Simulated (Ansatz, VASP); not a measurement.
C: VASP beside Ansatz

```
C
1.0
     2.50320    0.00000    0.00000
    -1.25160    2.16783    0.00000
     0.00000    0.00000    4.16887
C
4
Direct
  0.33333 0.66667 0.00023
  0.66667 0.33333 0.50023
  0.33333 0.66667 0.37477
  0.66667 0.33333 0.87477
```

Alike in both runs: task single point; functional HF; k mesh 9 × 9 × 4; no spin polarisation.

|  | VASP | Ansatz |
| --- | --- | --- |
| version | VASP 6.6.1 | Ansatz 0.2.0 |
| potentials or method | VASP PAW PBE potentials, release 64 (C) | plane waves, PAW |
| plane-wave cutoff (eV) | 520 | 420 |
| occupations | gaussian, width 0.01 eV | fixed |
| valence electrons in the cell | 16 | 16 |

```csv
,VASP,Ansatz,Ansatz less VASP
gap on the k mesh at the Fermi level (eV),11.52,11.50,-0.022
pressure (GPa),-2.9,-3.8,-0.93
"traceless stress, the component that is largest in VASP (GPa)",-1.41,-1.42,-0.007
rms of the force components (eV/Å),0.027,0.031,+0.0034
```

VASP's potentials were made for PBE, not for HF. Atom by atom the forces differ by 0.003 eV/Å (rms over components). Ansatz's warnings: stress exchange threshold loose, stress scf threshold loose.
